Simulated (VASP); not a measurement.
# In4Ru (Pm-3m) in VASP: relaxation of cell and atoms with PBE

Aim: the relaxation of cell and atoms of In4Ru with PBE.

Everything below comes from runs of VASP 6.6.1. Logs are shortened: lines on timing, memory, paths and dates and some standing lists are left out, and cuts for length are marked.

## (1) The cell of the first run

Symmetry: Pm-3m, No. 221, cubic system. Conventional cell: a = 5.178 Å, b = 5.178 Å, c = 5.178 Å, α = 90.00°, β = 90.00°, γ = 90.00°. In (site symmetry m-3m) has 12 In at 3.66 Å and 8 Ru at 4.48 Å within 4.8 Å. Within 3.4 Å of In (site symmetry 4/mmm) lie 2 Ru at 2.59 Å. Within 3.4 Å of Ru (site symmetry m-3m) lie 6 In at 2.59 Å.

The cell was generated, and may not be a known phase.

## (2) Relaxation of cell and atoms, PBE

The input, INCAR:

```
SYSTEM = In4Ru
PREC = Accurate
ENCUT = 600
EDIFF = 1E-7
ISMEAR = 0
SIGMA = 0.1
LREAL = .FALSE.
LASPH = .TRUE.
NELM = 80
ALGO = Fast
ISIF = 3
LWAVE = .FALSE.
LCHARG = .FALSE.
GGA = PE
IBRION = 2
NSW = 100
EDIFFG = -0.01
```

The input, KPOINTS:

```
regular mesh
0
G
  6 6 6
  0 0 0
```

The input, POSCAR:

```
In4Ru
1.0
    5.1780901228      0.0000000000      0.0000000000
    0.0000000000      5.1780901228      0.0000000000
    0.0000000000      0.0000000000      5.1780901228
In Ru
4 1
Direct
    0.0000000000      0.0000000000      0.0000000000
    0.5000000000      0.5000000000      0.0000000000
    0.5000000000      0.0000000000      0.5000000000
    0.0000000000      0.5000000000      0.5000000000
    0.5000000000      0.5000000000      0.5000000000
```

Potentials or basis: VASP PAW PBE potentials, release 64 (In_d, Ru_pv).

Command:

```sh
$ cat potpaw_PBE.64/In_d/POTCAR potpaw_PBE.64/Ru_pv/POTCAR > POTCAR
$ mpirun -np 1 vasp_std > vasp.out
```

OUTCAR:

```text
SYSTEM = In4Ru
   PREC = Accurate
   ENCUT = 600
   EDIFF = 1E-7
   ISMEAR = 0
   LREAL = .FALSE.
   LASPH = .TRUE.
   NELM = 80
   ISIF = 3
   GGA = PE
   IBRION = 2
   NSW = 100
   EDIFFG = -0.01

 ion  position               nearest neighbor table
   1  0.000  0.000  0.000-   2 3.66   3 3.66   4 3.66   3 3.66   4 3.66   2 3.66   4 3.66   4 3.66
                             2 3.66   3 3.66   3 3.66   2 3.66
   2  0.500  0.500  0.000-   5 2.59   5 2.59   4 3.66   1 3.66   3 3.66   4 3.66   3 3.66   1 3.66
                             3 3.66   3 3.66   1 3.66   4 3.66   4 3.66   1 3.66
   3  0.500  0.000  0.500-   5 2.59   5 2.59   4 3.66   1 3.66   1 3.66   2 3.66   2 3.66   4 3.66
                             2 3.66   2 3.66   1 3.66   4 3.66   1 3.66   4 3.66
   4  0.000  0.500  0.500-   5 2.59   5 2.59   3 3.66   1 3.66   1 3.66   2 3.66   1 3.66   3 3.66
                             1 3.66   2 3.66   3 3.66   2 3.66   2 3.66   3 3.66
   5  0.500  0.500  0.500-   2 2.59   3 2.59   4 2.59   2 2.59   3 2.59   4 2.59

  LATTYP: Found a simple cubic cell.
 ALAT       =     5.1780901228

  Lattice vectors:

 A1 = (   5.1780901228,   0.0000000000,   0.0000000000)
 A2 = (   0.0000000000,   5.1780901228,   0.0000000000)
 A3 = (   0.0000000000,   0.0000000000,   5.1780901228)

Analysis of symmetry for initial positions (statically):
=====================================================================
 Subroutine PRICEL returns:
 Original cell was already a primitive cell.

 Routine SETGRP: Setting up the symmetry group for a
 simple cubic supercell.

 Subroutine GETGRP returns: Found 48 space group operations
 (whereof 48 operations were pure point group operations)
 out of a pool of 48 trial point group operations.

The static configuration has the point symmetry O_h .

Analysis of symmetry for dynamics (positions and initial velocities):
=====================================================================
 Subroutine PRICEL returns:
 Original cell was already a primitive cell.

 Routine SETGRP: Setting up the symmetry group for a
 simple cubic supercell.

 Subroutine GETGRP returns: Found 48 space group operations
 (whereof 48 operations were pure point group operations)
 out of a pool of 48 trial point group operations.

The dynamic configuration has the point symmetry O_h .

 Subroutine INISYM returns: Found 48 space group operations
 (whereof 48 operations are pure point group operations),
 and found     1 'primitive' translations

----------------------------------------------------------------------------------------

                                     Primitive cell
[... 85 lines left out ...]
   ICHARG =      2    charge: 1-file 2-atom 10-const
   ISPIN  =      1    spin polarized calculation?
   LNONCOLLINEAR =      F non collinear calculations
   LSORBIT =      F    spin-orbit coupling
   LASPH  =      T    aspherical Exc in radial PAW
   ENCUT  =  600.0 eV  44.10 Ry    6.64 a.u.  10.34 10.34 10.34*2*pi/ulx,y,z
   NELM   =     80;   NELMIN=  2; NELMDL= -5     # of ELM steps
   EDIFF  = 0.1E-06   stopping-criterion for ELM
   LREAL  =      F    real-space projection
   EDIFFG = -.1E-01   stopping-criterion for IOM
   NSW    =    100    number of steps for IOM
   IBRION =      2    ionic relax: 0-MD 1-quasi-New 2-CG
   NFREE  =      1    steps in history (QN), initial steepest desc. (CG)
   ISIF   =      3    stress and relaxation
   ISYM   =      2    0-nonsym 1-usesym 2-fastsym
   POTIM  = 0.5000    time-step for ionic-motion
   TEBEG  =    0.0;   TEEND  =   0.0 temperature during run
   PSTRESS=    0.0 pullay stress
   NELECT =      66.0000    total number of electrons
   NUPDOWN=      -1.0000    fix difference up-down
   EMIN   =  10.00;   EMAX   =-10.00  energy-range for DOS
   EFERMI =   0.00;   METHOD = LEGACY
   ISMEAR =     0;   SIGMA  =   0.10  broadening in eV -4-tet -1-fermi 0-gaus
   EFERMI_NEDOS =   21; number of points for ismear=-14 and -15
   IALGO  =     68    algorithm
   IMIX   =      4    mixing-type and parameters
     AMIX     =   0.40;   BMIX     =  1.00
     AMIX_MAG =   1.60;   BMIX_MAG =  1.00
  volume/ion in A,a.u.               =      27.77       187.39
  Fermi-wavevector in a.u.,A,eV,Ry     =   1.277673  2.414453 22.210823  1.632449
  Thomas-Fermi vector in A             =   2.410260
   LORBIT       =      0    0 simple, 1 ext, 2 COOP (PROOUT), +10 PAW based schemes
   GGA     = PE    functional components
   LHFCALC =     F    Hartree Fock is set to
   AEXX    =    0.0000 exact exchange contribution
   IVDW    =     0    specifies the selected vdW correction
   LEPSILON=     F    determine dielectric tensor
   LRPA    =     F    only Hartree local field effects (RPA)
 conjugate gradient relaxation of ions
 non-spin polarized calculation
 RMM-DIIS sequential band-by-band and
 Gauss-broadening in eV      SIGMA  =   0.10
  energy-cutoff  :      600.00
  volume of cell :      138.84
 maximum number of plane-waves:      4680
 NGX is ok and might be reduce to    42
   NGX = 21   NGY = 21   NGZ = 21

--------------------------------------- Ionic step        1  -------------------------------------------

 number of electron      65.9999994 magnetization

 Free energy of the ion-electron system (eV)
  ---------------------------------------------------
  ext. energy  EPLUGINS =         0.00000000
  ---------------------------------------------------
  free energy    TOTEN  =       -19.00215331 eV

  energy without entropy =      -18.98958232  energy(sigma->0) =      -18.99586782

------------------------ aborting loop because EDIFF is reached ----------------------------------------

  FORCE on cell =-STRESS in cart. coord.  units (eV):
  Direction    XX          YY          ZZ          XY          YZ          ZX
  --------------------------------------------------------------------------------------
  -------------------------------------------------------------------------------------
  Total        0.7704033      0.7704033      0.7704033     -0.0000000     -0.0000000     -0.0000000
  in kB        8.8903713      8.8903713      8.8903713     -0.0000000     -0.0000000     -0.0000000
  external PRESSURE =       8.8903713 kB  Pullay stress =       0.0000000 kB
[... 65 lines left out ...]
--------------------------------------- Ionic step        3  -------------------------------------------

 number of electron      66.0000013 magnetization

 Free energy of the ion-electron system (eV)
  ---------------------------------------------------
  ext. energy  EPLUGINS =         0.00000000
  ---------------------------------------------------
  free energy    TOTEN  =       -19.00801258 eV

  energy without entropy =      -18.99511482  energy(sigma->0) =      -19.00156370

 E-fermi :   6.2109     XC(G=0):  -9.7129

 val. band max:        6.1497815512   @ k =   0.5000   0.5000   0.3333
 cond. band min:       6.2447351944   @ k =   0.5000   0.1667   0.0000
 fundamental gap:      0.0949536432
 Fermi energy:         6.2108504245

 k-point     1 :       0.0000    0.0000    0.0000
  band No.  band energies     occupation
      1     -35.7712      2.00000
      2     -35.7712      2.00000
      3     -35.7712      2.00000
      4      -8.8170      2.00000
      5      -8.8170      2.00000
      6      -8.8169      2.00000
[... 861 lines left out ...]
  FREE ENERGIE OF THE ION-ELECTRON SYSTEM (eV)
  ---------------------------------------------------
  free  energy   TOTEN  =       -19.0080125831 eV

  energy  without entropy=      -18.9951148172  energy(sigma->0) =      -19.00156370

 reached required accuracy - stopping structural energy minimisation
```

OSZICAR:

```text
N       E                     dE             d eps       ncg     rms          rms(c)
DAV:   1     0.804368175421E+03    0.80437E+03   -0.35259E+04  1560   0.244E+03
DAV:   2     0.706872957484E+02   -0.73368E+03   -0.71816E+03  1567   0.618E+02
DAV:   3    -0.164075047549E+02   -0.87095E+02   -0.83486E+02  1786   0.225E+02
[... 60 lines left out ...]
RMM:  14    -0.190080146367E+02    0.86703E-05   -0.22413E-05  1848   0.155E-02    0.347E-02
RMM:  15    -0.190080149058E+02   -0.26915E-06   -0.17212E-06  1530   0.919E-03    0.330E-02
RMM:  16    -0.190080130022E+02    0.19036E-05   -0.18935E-06  1606   0.802E-03    0.101E-02
RMM:  17    -0.190080125223E+02    0.47990E-06   -0.76665E-07  1270   0.469E-03    0.112E-03
RMM:  18    -0.190080125831E+02   -0.60849E-07   -0.11626E-07   907   0.273E-03
   3 F= -.19008013E+02 E0= -.19001564E+02  d E =-.585927E-02
```

CONTCAR:

```text
In4Ru
   1.00000000000000
     5.2045448917198218    0.0000000000000000   -0.0000000000000000
    -0.0000000000000000    5.2045448917198218   -0.0000000000000000
     0.0000000000000000   -0.0000000000000000    5.2045448917198218
  In              Ru
     4     1
Direct
     0.0000000000000000    0.0000000000000000    0.0000000000000000
     0.5000000000000000    0.5000000000000000    0.0000000000000000
     0.5000000000000000    0.0000000000000000    0.5000000000000000
     0.0000000000000000    0.5000000000000000    0.5000000000000000
     0.5000000000000000    0.5000000000000000    0.5000000000000000

  0.00000000E+00  0.00000000E+00  0.00000000E+00
  0.00000000E+00  0.00000000E+00  0.00000000E+00
  0.00000000E+00  0.00000000E+00  0.00000000E+00
  0.00000000E+00  0.00000000E+00  0.00000000E+00
  0.00000000E+00  0.00000000E+00  0.00000000E+00
```

It took 11 min on 1 thread of Intel Xeon 8259CL, shared host; peak memory 0.34 GiB.

Results:

| Item | Value |
| --- | --- |
| Free energy | -19.0080 eV |
| Relaxed volume | 28.20 Å³/atom |
| Relaxed cell | a = 5.205 Å, b = 5.205 Å, c = 5.205 Å, α = 90.00°, β = 90.00°, γ = 90.00° |
| Space group after relaxing (to 0.1 Å) | Pm-3m (No. 221) |
| Energy gained by relaxing | 1.2 meV/atom |
| Ionic steps | 3 |
| Pressure after relaxing | 0.0 GPa |
| Band gap on the k mesh | zero (bands 33 and 34 overlap by 0.84 eV) |

The path:
```
step  energy change (eV)  largest force (eV/Å)  pressure (GPa)  volume (Å³)
   1              0.0000                0.0000            0.89       138.84
   2             -0.0047                0.0000           -0.38       141.96
   3             -0.0059                0.0000            0.00       140.98
```

Final structure:
```
In Ru
1.0
     5.20454    0.00000    0.00000
     0.00000    5.20454    0.00000
     0.00000    0.00000    5.20454
In Ru
4 1
Direct
  0.00000 0.00000 0.00000
  0.50000 0.50000 0.00000
  0.50000 0.00000 0.50000
  0.00000 0.50000 0.50000
  0.50000 0.50000 0.50000
```

Caveat: spin-orbit coupling is left out, which moves the levels of the heavy elements.

The gap in the log of VASP goes by the Fermi energy; the results here count the filled bands.